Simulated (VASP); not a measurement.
# SiC (Moissanite) (P6_3mc) in VASP: settings compared, part 2 of 2

VASP 6.6.1.

## 4. Single point, revPBE+D3(BJ)

Input file INCAR:

```
SYSTEM = SiC
PREC     = Accurate       ! precision mode
ENCUT    = 520            ! plane-wave cutoff, eV
EDIFF    = 1E-6           ! SCF threshold, eV
ISMEAR   = -1             ! smearing method
SIGMA    = 0.05           ! smearing width, eV
LREAL    = .False.        ! projectors in reciprocal space
LASPH    = .True.         ! aspherical terms in the spheres
NELM     = 100            ! most SCF steps
ALGO     = Normal         ! electronic algorithm
ISIF     = 2              ! what is computed and relaxed
LWAVE    = .False.        ! write WAVECAR
LCHARG   = .True.         ! write CHGCAR
GGA      = RE             ! functional
IVDW     = 12             ! dispersion correction
LELF     = .True.         ! ELF
LVHAR    = .True.       
NBANDS   = 16             ! bands
```

Input file KPOINTS:

```
Automatic mesh
0
Gamma
  10 10 5
  0 0 0
```

Input file POSCAR:

```
SiC
1.0
    3.0553550827      0.0000000000      0.0000000000
   -1.5276775413      2.6460151191      0.0000000000
    0.0000000000      0.0000000000      5.0141197845
Si C
2 2
Direct
    0.6666666667      0.3333333333      0.5000000000
    0.3333333333      0.6666666667      0.0000000000
    0.6666666667      0.3333333333      0.8850000000
    0.3333333333      0.6666666667      0.3850000000
```

Potentials or basis: VASP PAW PBE potentials, release 64 (Si, C).

The run is started by

```
$ cat potpaw_PBE.64/Si/POTCAR potpaw_PBE.64/C/POTCAR > POTCAR
$ mpirun -np 1 vasp_std > vasp.out
```

OUTCAR:

```text
SYSTEM = SiC
   PREC = Accurate
   ENCUT = 520
   EDIFF = 1E-6
   ISMEAR = -1
   LREAL = .False.
   LASPH = .True.
   NELM = 100
   ISIF = 2
   GGA = RE
   IVDW = 12
 IVDW          = 12

 ion  position               nearest neighbor table
   1  0.667  0.333  0.500-   4 1.86   4 1.86   4 1.86   3 1.93   2 3.07   2 3.07   2 3.07   2 3.07
                             2 3.07   2 3.07
   2  0.333  0.667  0.000-   3 1.86   3 1.86   3 1.86   4 1.93   1 3.07   1 3.07   1 3.07   1 3.07
                             1 3.07   1 3.07
   3  0.667  0.333  0.885-   2 1.86   2 1.86   2 1.86   1 1.93
   4  0.333  0.667  0.385-   1 1.86   1 1.86   1 1.86   2 1.93

  LATTYP: Found a hexagonal cell.
 ALAT       =     3.0553550827
 C/A-ratio  =     1.6410923277

  Lattice vectors:

 A1 = (   3.0553550827,   0.0000000000,   0.0000000000)
 A2 = (  -1.5276775413,   2.6460151191,   0.0000000000)
 A3 = (   0.0000000000,   0.0000000000,   5.0141197845)

Analysis of symmetry for initial positions (statically):
=====================================================================
 Subroutine PRICEL returns:
 Original cell was already a primitive cell.

 Routine SETGRP: Setting up the symmetry group for a
 hexagonal supercell.

 Subroutine GETGRP returns: Found 12 space group operations
 (whereof  6 operations were pure point group operations)
 out of a pool of 24 trial point group operations.

The static configuration has the point symmetry C_3v.
 The point group associated with its full space group is C_6v.

Analysis of symmetry for dynamics (positions and initial velocities):
=====================================================================
 Subroutine PRICEL returns:
 Original cell was already a primitive cell.

 Routine SETGRP: Setting up the symmetry group for a
 hexagonal supercell.

 Subroutine GETGRP returns: Found 12 space group operations
 (whereof  6 operations were pure point group operations)
 out of a pool of 24 trial point group operations.

The dynamic configuration has the point symmetry C_3v.
[... 127 lines left out ...]
  Thomas-Fermi vector in A             =   2.336701
   LORBIT       =      0    0 simple, 1 ext, 2 COOP (PROOUT), +10 PAW based schemes
   GGA     = RE    functional components
   LHFCALC =     F    Hartree Fock is set to
   AEXX    =    0.0000 exact exchange contribution
   IVDW    =    12    specifies the selected vdW correction
   LEPSILON=     F    determine dielectric tensor
   LRPA    =     F    only Hartree local field effects (RPA)
 non-spin polarized calculation
  energy-cutoff  :      520.00
  volume of cell :       40.54
 maximum number of plane-waves:      1105
 NGX is ok and might be reduce to    24
   NGX = 11   NGY = 11   NGZ = 19

 number of electron      15.9999999 magnetization

 Free energy of the ion-electron system (eV)
  ---------------------------------------------------
  ext. energy  EPLUGINS =         0.00000000
  ---------------------------------------------------
  free energy    TOTEN  =       -28.79423159 eV

  energy without entropy =      -28.79423159  energy(sigma->0) =      -28.79423159

 E-fermi :   9.6886     XC(G=0): -11.3908

 val. band max:        8.7077406463   @ k =   0.0000   0.0000   0.0000
 cond. band min:      11.1775109868   @ k =   0.3000   0.3000   0.0000
 fundamental gap:      2.4697703406
 Fermi energy:         9.6885504408

 k-point     1 :       0.0000    0.0000    0.0000
  band No.  band energies     occupation
      1      -7.1942      2.00000
      2      -3.6278      2.00000
      3      -0.0949      2.00000
      4       7.1448      2.00000
      5       7.1448      2.00000
      6       8.4329      2.00000
[... 433 lines left out ...]
      3       0.3511      2.00000
      4       1.8398      2.00000
      5       3.9100      2.00000
      6       4.7311      2.00000
[... 8 lines left out ...]
     15      20.2949      0.00000
     16      21.6415      0.00000

 [... further k-points ...]

------------------------ aborting loop because EDIFF is reached ----------------------------------------

 Edisp (eV)   -2.44325

 E8    (eV) :    -1.5996

  FORCE on cell =-STRESS in cart. coord.  units (eV):
  Direction    XX          YY          ZZ          XY          YZ          ZX
  --------------------------------------------------------------------------------------
  -------------------------------------------------------------------------------------
  Total       0.67697     0.67697    -0.78027     0.00000     0.00000     0.00000
  in kB      26.75673    26.75673   -30.83962     0.00000     0.00000     0.00000
  external pressure =        7.56 kB  Pullay stress =        0.00 kB

 VOLUME and BASIS-vectors are now :
 -----------------------------------------------------------------------------
  energy-cutoff  :      520.00
  volume of cell :       40.54
      direct lattice vectors                 reciprocal lattice vectors
     3.055355083  0.000000000  0.000000000     0.327294201  0.188963395  0.000000000
    -1.527677541  2.646015119  0.000000000     0.000000000  0.377926790  0.000000000
     0.000000000  0.000000000  5.014119785     0.000000000  0.000000000  0.199436799

 POSITION                                       TOTAL-FORCE (eV/Angst)
 -----------------------------------------------------------------------------------
      1.52768      0.88201      2.50706        -0.000000      0.000000      0.793134
     -0.00000      1.76401      0.00000         0.000000      0.000000      0.793134
      1.52768      0.88201      4.43750        -0.000000     -0.000000     -0.793134
     -0.00000      1.76401      1.93044         0.000000     -0.000000     -0.793134
 -----------------------------------------------------------------------------------
    total drift:                                0.000000      0.000000     -0.000198

  FREE ENERGIE OF THE ION-ELECTRON SYSTEM (eV)
  ---------------------------------------------------
  free  energy   TOTEN  =       -31.2374819085 eV

  energy  without entropy=      -31.2374819085  energy(sigma->0) =      -31.23748191
```

OSZICAR:

```text
N       E                     dE             d eps       ncg     rms          rms(c)
DAV:   1     0.259604422949E+02    0.25960E+02   -0.72058E+03  1344   0.898E+02
DAV:   2    -0.300216118621E+02   -0.55982E+02   -0.51368E+02  1872   0.157E+02
DAV:   3    -0.325099540089E+02   -0.24883E+01   -0.24790E+01  1728   0.307E+01
DAV:   4    -0.325274591037E+02   -0.17505E-01   -0.17503E-01  1656   0.313E+00
DAV:   5    -0.325276221789E+02   -0.16308E-03   -0.16307E-03  1752   0.288E-01    0.134E+01
DAV:   6    -0.288880170015E+02    0.36396E+01   -0.63054E+00  1688   0.154E+01    0.634E+00
DAV:   7    -0.288038602820E+02    0.84157E-01   -0.11783E+00  1904   0.636E+00    0.264E+00
DAV:   8    -0.287939400921E+02    0.99202E-02   -0.48159E-02  1496   0.140E+00    0.662E-01
DAV:   9    -0.287937273305E+02    0.21276E-03   -0.78678E-03  1768   0.617E-01    0.133E-01
DAV:  10    -0.287941986726E+02   -0.47134E-03   -0.11060E-03  1648   0.197E-01    0.579E-02
DAV:  11    -0.287942290740E+02   -0.30401E-04   -0.13373E-04  1552   0.809E-02    0.917E-03
DAV:  12    -0.287942308686E+02   -0.17946E-05   -0.88884E-06  1856   0.192E-02    0.362E-03
DAV:  13    -0.287942315910E+02   -0.72237E-06   -0.78091E-07  1280   0.593E-03
   1 F= -.31237482E+02 E0= -.31237482E+02  d E =-.198737E-10
```

stdout:

```text
POSCAR found type information on POSCAR SiC
 POSCAR found :  2 types and       4 ions
 scaLAPACK will be used
 -----------------------------------------------------------------------------
|                                                                             |
|                                                                             |
|     You enforced a specific xc type in the INCAR file but a different       |
|     I HOPE YOU KNOW WHAT YOU ARE DOING!                                     |
|                                                                             |
 -----------------------------------------------------------------------------

 LDA part: xc-table for (Slater+PW92), standard interpolation
 POSCAR, INCAR and KPOINTS ok, starting setup
 FFT: planning ... GRIDC
 FFT: planning ... GRID_SOFT
 FFT: planning ... GRID
 WAVECAR not read
 entering main loop
```

It took 16 s on 1 thread of Intel Xeon Platinum 8375C at 2.90GHz (Ice Lake), shared host; peak memory 0.17 GiB.

Results:

| Item | Value |
| --- | --- |
| Free energy | -31.2375 eV |
| Pressure | 0.8 GPa |
| Largest force | 0.793 eV/Å |
| Band gap on the k mesh | 2.47 eV, indirect (least direct gap 4.14 eV) |
| Dispersion energy per atom | -0.611 eV |

Forces on the atoms (eV/Å):
```
Si   0.000  0.000  0.793
Si   0.000  0.000  0.793
C    0.000  0.000 -0.793
C    0.000  0.000 -0.793
```

Caveat: the PAW data sets were made with another functional, which shifts forces and pressure a little. A k mesh can miss the band edges.

## 5. Single point, PBEsol+D4

This run uses another cell than the first one, of 10.34 Å³/atom, 1.020 times its volume.

Input file INCAR:

```
PREC = Accurate
ENCUT = 520
EDIFF = 1E-6
ISMEAR = -1
SIGMA = 0.05
LREAL = False
LASPH = True
NELM = 100
ALGO = Normal
ISIF = 2
LWAVE = False
LCHARG = False
GGA = PS
IVDW = 13
NBANDS = 16
```

Input file KPOINTS:

```
regular mesh
0
Gamma
  10 10 5
```

Input file POSCAR:

```
SiC
1.0
    3.0760000000      0.0000000000      0.0000000000
   -1.5380000000      2.6638941420      0.0000000000
    0.0000000000      0.0000000000      5.0480000000
Si C
2 2
Direct
    0.6666666667      0.3333333333      0.5000000000
    0.3333333333      0.6666666667      0.0000000000
    0.6666666667      0.3333333333      0.8850000000
    0.3333333333      0.6666666667      0.3850000000
```

The run is started by

```
$ cat potpaw_PBE.64/Si/POTCAR potpaw_PBE.64/C/POTCAR > POTCAR
$ mpirun -np 1 vasp_std > vasp.out
```

It took 16 s on 1 thread of Intel Xeon Platinum 8375C at 2.90GHz (Ice Lake), shared host; peak memory 0.16 GiB.

The run converged. Its results:

- Free energy: -32.5313 eV
- Pressure: -1.8 GPa
- Largest force: 0.743 eV/Å
- Band gap on the k mesh: 2.32 eV, indirect (least direct gap 3.96 eV)
- Dispersion energy per atom: -0.186 eV

Forces on the atoms (eV/Å):
```
Si   0.000  0.000  0.743
Si   0.000  0.000  0.743
C    0.000  0.000 -0.743
C    0.000  0.000 -0.743
```

Stress tensor (GPa, compression positive):
```
-0.20  0.00  0.00
 0.00 -0.20  0.00
 0.00  0.00 -5.03
```

Levels at points of the mesh, in eV from the valence-band top:
| k point | band 4 | band 5 | band 6 | band 7 | band 8 | band 9 | band 10 | band 11 | band 12 | band 13 |
| --- | --- | --- | --- | --- | --- | --- | --- | --- | --- | --- |
| (0.00, 0.00, 0.00) | -1.56 | -1.56 | -0.27 | -0.27 | 0.00 | 4.57 | 5.97 | 6.44 | 6.44 | 7.49 |
| (0.50, 0.00, 0.00) | -6.57 | -5.47 | -3.56 | -3.31 | -1.49 | 2.47 | 4.10 | 6.66 | 7.12 | 9.64 |

Caveat: the PAW data sets were made with another functional, which shifts forces and pressure a little.

## 6. The runs side by side

| level | cell | gap on the mesh (eV) | pressure (GPa) | largest force (eV/Å) |
| --- | --- | --- | --- | --- |
| PBEsol+D4 | a = 3.055, b = 3.055, c = 5.014 Å, angles 90.0, 90.0, 120.0°, 4 atoms | 2.29 | 2.8 | 0.78 |
| revPBE+D3(BJ) | a = 3.034, b = 3.034, c = 4.980 Å, angles 90.0, 90.0, 120.0°, 4 atoms | 2.43 | 5.7 | 0.83 |
| revPBE+D3(BJ) | a = 3.055, b = 3.055, c = 5.014 Å, angles 90.0, 90.0, 120.0°, 4 atoms | 2.47 | 0.8 | 0.79 |
| PBEsol+D4 | a = 3.076, b = 3.076, c = 5.048 Å, angles 90.0, 90.0, 120.0°, 4 atoms | 2.32 | -1.8 | 0.74 |

Alike in all rows: task single point; potentials or basis VASP PAW PBE potentials, release 64 (Si, C); no spin polarisation; k mesh 10 × 10 × 5; cutoff (eV) 520; smearing fermi-dirac 0.05 eV.

Caveats: the PAW data sets were made with another functional, which shifts forces and pressure a little.

Absolute energies hang on the potentials; compare differences alone.
